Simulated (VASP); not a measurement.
# K in VASP: further runs

Runs on K. Level: PBEsol. Tasks: single point.

Everything below comes from runs of VASP 6.6.1. Logs are shortened: lines on timing, memory, paths and dates and some standing lists are left out, and cuts for length are marked.

## Step 1: The cell of the first run

The structure is cubic, space group Pm-3m (No. 221). Conventional cell: a = 4.310 Å, b = 4.310 Å, c = 4.310 Å, α = 90.00°, β = 90.00°, γ = 90.00°. K (site symmetry m-3m) has 6 K at 4.31 Å within 5.7 Å.

## Step 2: Single point, PBEsol

Contents of INCAR:

```
SYSTEM = K
PREC = Accurate
ENCUT = 520
EDIFF = 1E-6
ISMEAR = -1
SIGMA = 0.02
LREAL = .False.
LASPH = .True.
NELM = 80
ALGO = Normal
ISIF = 2
LWAVE = .False.
LCHARG = .True.
GGA = PS
LELF = .True.
LVHAR = .True.
NBANDS = 10
```

Contents of KPOINTS:

```
regular mesh
0
Gamma
  3 3 3
  0 0 0
```

Contents of POSCAR:

```
K
1.0
    4.3104390000      0.0000000000      0.0000000000
    0.0000000000      4.3104390000      0.0000000000
    0.0000000000      0.0000000000      4.3104390000
K
1
Direct
    0.0000000000      0.0000000000      0.0000000000
```

Potentials or basis: VASP PAW PBE potentials, release 64 (K_sv).

Started as:

```bash
cat potpaw_PBE.64/K_sv/POTCAR > POTCAR
mpirun -np 1 vasp_std > vasp.out
```

OUTCAR:

```text
SYSTEM = K
   PREC = Accurate
   ENCUT = 520
   EDIFF = 1E-6
   ISMEAR = -1
   LREAL = .False.
   LASPH = .True.
   NELM = 80
   ISIF = 2
   GGA = PS

 ion  position               nearest neighbor table
   1  0.000  0.000  0.000-

  LATTYP: Found a simple cubic cell.
 ALAT       =     4.3104390000

  Lattice vectors:

 A1 = (   4.3104390000,   0.0000000000,   0.0000000000)
 A2 = (   0.0000000000,   4.3104390000,   0.0000000000)
 A3 = (   0.0000000000,   0.0000000000,   4.3104390000)

Analysis of symmetry for initial positions (statically):
=====================================================================
 Subroutine PRICEL returns:
 Original cell was already a primitive cell.

 Routine SETGRP: Setting up the symmetry group for a
 simple cubic supercell.

 Subroutine GETGRP returns: Found 48 space group operations
 (whereof 48 operations were pure point group operations)
 out of a pool of 48 trial point group operations.

The static configuration has the point symmetry O_h .

Analysis of symmetry for dynamics (positions and initial velocities):
=====================================================================
 Subroutine PRICEL returns:
 Original cell was already a primitive cell.

 Routine SETGRP: Setting up the symmetry group for a
 simple cubic supercell.

 Subroutine GETGRP returns: Found 48 space group operations
 (whereof 48 operations were pure point group operations)
 out of a pool of 48 trial point group operations.

The dynamic configuration has the point symmetry O_h .

 Subroutine INISYM returns: Found 48 space group operations
 (whereof 48 operations are pure point group operations),
 and found     1 'primitive' translations

----------------------------------------------------------------------------------------

                                     Primitive cell

  volume of cell :      80.0875

  direct lattice vectors                    reciprocal lattice vectors
     4.310439000  0.000000000  0.000000000     0.231994931  0.000000000  0.000000000
     0.000000000  4.310439000  0.000000000     0.000000000  0.231994931  0.000000000
     0.000000000  0.000000000  4.310439000     0.000000000  0.000000000  0.231994931

  length of vectors
     4.310439000  4.310439000  4.310439000     0.231994931  0.231994931  0.231994931

[... 56 lines left out ...]
   NELM   =     80;   NELMIN=  2; NELMDL= -5     # of ELM steps
   EDIFF  = 0.1E-05   stopping-criterion for ELM
   LREAL  =      F    real-space projection
   EDIFFG = 0.1E-04   stopping-criterion for IOM
   NSW    =      0    number of steps for IOM
   IBRION =     -1    ionic relax: 0-MD 1-quasi-New 2-CG
   NFREE  =      0    steps in history (QN), initial steepest desc. (CG)
   ISIF   =      2    stress and relaxation
   ISYM   =      2    0-nonsym 1-usesym 2-fastsym
   POTIM  = 0.5000    time-step for ionic-motion
   TEBEG  =    0.0;   TEEND  =   0.0 temperature during run
   PSTRESS=    0.0 pullay stress
   NELECT =       9.0000    total number of electrons
   NUPDOWN=      -1.0000    fix difference up-down
   EMIN   =  10.00;   EMAX   =-10.00  energy-range for DOS
   EFERMI =   0.00;   METHOD = LEGACY
   ISMEAR =    -1;   SIGMA  =   0.02  broadening in eV -4-tet -1-fermi 0-gaus
   EFERMI_NEDOS =   21; number of points for ismear=-14 and -15
   IALGO  =     38    algorithm
   IMIX   =      4    mixing-type and parameters
     AMIX     =   0.40;   BMIX     =  1.00
     AMIX_MAG =   1.60;   BMIX_MAG =  1.00
  volume/ion in A,a.u.               =      80.09       540.46
  Fermi-wavevector in a.u.,A,eV,Ry     =   0.790013  1.492908  8.491673  0.624120
  Thomas-Fermi vector in A             =   1.895270
   LORBIT       =      0    0 simple, 1 ext, 2 COOP (PROOUT), +10 PAW based schemes
   GGA     = PS    functional components
   LHFCALC =     F    Hartree Fock is set to
   AEXX    =    0.0000 exact exchange contribution
   IVDW    =     0    specifies the selected vdW correction
   LEPSILON=     F    determine dielectric tensor
   LRPA    =     F    only Hartree local field effects (RPA)
 non-spin polarized calculation
  energy-cutoff  :      520.00
  volume of cell :       80.09
 maximum number of plane-waves:      2156
   NGX = 17   NGY = 17   NGZ = 17

 number of electron       9.0000003 magnetization

 Free energy of the ion-electron system (eV)
  ---------------------------------------------------
  ext. energy  EPLUGINS =         0.00000000
  ---------------------------------------------------
  free energy    TOTEN  =        -0.95031416 eV

  energy without entropy =       -0.93805335  energy(sigma->0) =       -0.94418375

 E-fermi :  -0.4627     XC(G=0):  -5.4830

 val. band max:       -0.4660886216   @ k =   0.3333   0.3333   0.0000
 cond. band min:       0.3465864261   @ k =   0.3333   0.3333   0.3333
 fundamental gap:      0.8126750477
 Fermi energy:        -0.4627475399

 k-point     1 :       0.0000    0.0000    0.0000
  band No.  band energies     occupation
      1     -32.5253      2.00000
      2     -16.0269      2.00000
      3     -16.0269      2.00000
      4     -16.0269      2.00000
      5      -2.3648      2.00000
      6       2.5705      0.00000
      7       2.5705      0.00000
      8       5.8414      0.00000
      9       5.8428      0.00000
     10       5.8676      0.00000
[... 27 lines left out ...]
 k-point     4 :       0.3333    0.3333    0.3333
  band No.  band energies     occupation
      1     -32.5161      2.00000
      2     -16.0776      2.00000
      3     -16.0756      2.00000
      4     -16.0756      2.00000
      5       0.3466      0.00000
      6       2.2320      0.00000
      7       2.2320      0.00000
      8       3.0860      0.00000
      9       3.9277      0.00000
     10       3.9277      0.00000

------------------------ aborting loop because EDIFF is reached ----------------------------------------

  FORCE on cell =-STRESS in cart. coord.  units (eV):
  Direction    XX          YY          ZZ          XY          YZ          ZX
  --------------------------------------------------------------------------------------
  -------------------------------------------------------------------------------------
  Total       -0.0446847     -0.0446847     -0.0446847     -0.0000000      0.0000000      0.0000000
  in kB       -0.8939330     -0.8939330     -0.8939330     -0.0000000      0.0000000      0.0000000
  external PRESSURE =      -0.8939330 kB  Pullay stress =       0.0000000 kB

 VOLUME and BASIS-vectors are now :
 -----------------------------------------------------------------------------
  energy-cutoff  :      520.00
  volume of cell :       80.09
      direct lattice vectors                 reciprocal lattice vectors
     4.310439000  0.000000000  0.000000000     0.231994931  0.000000000  0.000000000
     0.000000000  4.310439000  0.000000000     0.000000000  0.231994931  0.000000000
     0.000000000  0.000000000  4.310439000     0.000000000  0.000000000  0.231994931

 POSITION                                       TOTAL-FORCE (eV/Angst)
 -----------------------------------------------------------------------------------
      0.00000      0.00000      0.00000         0.000000      0.000000      0.000000
 -----------------------------------------------------------------------------------
    total drift:                                0.000000     -0.000000      0.000000

  FREE ENERGIE OF THE ION-ELECTRON SYSTEM (eV)
  ---------------------------------------------------
  free  energy   TOTEN  =        -0.9503141619 eV

  energy  without entropy=       -0.9380533454  energy(sigma->0) =       -0.94418375
```

OSZICAR:

```text
N       E                     dE             d eps       ncg     rms          rms(c)
DAV:   1     0.449119259577E+02    0.44912E+02   -0.36915E+03    80   0.700E+02
DAV:   2     0.598704927462E+00   -0.44313E+02   -0.43629E+02    88   0.194E+02
DAV:   3    -0.914689814564E+00   -0.15134E+01   -0.15116E+01   116   0.266E+01
DAV:   4    -0.953044393581E+00   -0.38355E-01   -0.38350E-01   108   0.437E+00
DAV:   5    -0.954471269137E+00   -0.14269E-02   -0.14268E-02   122   0.569E-01    0.180E+00
DAV:   6    -0.951697222803E+00    0.27740E-02   -0.45227E-03   116   0.439E-01    0.118E+00
DAV:   7    -0.950300311592E+00    0.13969E-02   -0.75672E-03   106   0.524E-01    0.986E-02
DAV:   8    -0.950311740636E+00   -0.11429E-04   -0.72463E-04   122   0.267E-01    0.340E-02
DAV:   9    -0.950318718174E+00   -0.69775E-05   -0.33369E-05   130   0.582E-02    0.185E-02
DAV:  10    -0.950314408510E+00    0.43097E-05   -0.14281E-05   100   0.310E-02    0.494E-03
DAV:  11    -0.950314161899E+00    0.24661E-06   -0.35476E-07    82   0.531E-03
   1 F= -.95031416E+00 E0= -.94418375E+00  d E =-.122608E-01
```

stdout:

```text
POSCAR found type information on POSCAR K
 POSCAR found :  1 types and       1 ions
 scaLAPACK will be used
 -----------------------------------------------------------------------------
|                                                                             |
|                                                                             |
|     You enforced a specific xc type in the INCAR file but a different       |
|     I HOPE YOU KNOW WHAT YOU ARE DOING!                                     |
|                                                                             |
 -----------------------------------------------------------------------------

 LDA part: xc-table for (Slater+PW92), standard interpolation
 POSCAR, INCAR and KPOINTS ok, starting setup
 FFT: planning ... GRIDC
 FFT: planning ... GRID_SOFT
 FFT: planning ... GRID
 WAVECAR not read
 entering main loop
```

Wall time 7.8 s (1 thread of Intel Xeon 8259CL, shared host); peak memory 0.17 GiB.

Results:

```
Free energy : -0.9503 eV
Pressure    : -0.1 GPa
```

Levels at points of the mesh, in eV from the Fermi level:
| k point | band 1 | band 2 | band 3 | band 4 | band 5 | band 6 | band 7 | band 8 | band 9 | band 10 |
| --- | --- | --- | --- | --- | --- | --- | --- | --- | --- | --- |
| (0.00, 0.00, 0.00) | -32.06 | -15.56 | -15.56 | -15.56 | -1.90 | 3.03 | 3.03 | 6.30 | 6.31 | 6.33 |

Caveat: the k points lie up to 0.49 Å⁻¹ apart; the PAW data sets were made with another functional, which shifts forces and pressure a little.

## Step 3: Single point, PBEsol

This run uses another cell than the first one, of 75.41 Å³/atom, 0.942 times its volume.

Contents of INCAR:

```
  PREC = Accurate
  ENCUT = 520
  EDIFF = 1E-6
  ISMEAR = -1
  SIGMA = 0.02
  LREAL = False
  LASPH = True
  NELM = 100
  ALGO = Normal
  ISIF = 2
  LWAVE = False
  LCHARG = False
  GGA = PS
  NBANDS = 10
```

Contents of KPOINTS:

```
Automatic mesh
0
Gamma
  3 3 3
```

Contents of POSCAR:

```
K
1.0
    4.3104390000      0.0000000000      0.0000000000
    0.0000000000      4.1826551437      0.0000000000
    0.0000000000      0.0000000000      4.1826551437
K
1
Direct
    0.0000000000      0.0000000000      0.0000000000
```

Potentials or basis: VASP PAW PBE potentials, release 64 (K_sv).

Started as:

```bash
cat potpaw_PBE.64/K_sv/POTCAR > POTCAR
mpirun -np 1 vasp_std > vasp.out
```

Run time: 6.9 s. Hardware: 1 thread of Intel Xeon 8259CL, shared host; peak memory 0.17 GiB.

Results (log left out):

* Free energy: -0.9516 eV
* Pressure: 0.1 GPa

Stress tensor (GPa, compression positive):
```
0.22 0.00 0.00
0.00 0.00 0.00
0.00 0.00 0.00
```

Levels at points of the mesh, in eV from the Fermi level:
```tsv
k point	band 2	band 3	band 4	band 5	band 6	band 7	band 8	band 9
(0.00, 0.00, 0.00)	-15.53	-15.53	-15.53	-1.98	3.01	3.08	6.39	6.41
```

Caveat: the k points lie up to 0.50 Å⁻¹ apart; the PAW data sets were made with another functional, which shifts forces and pressure a little.
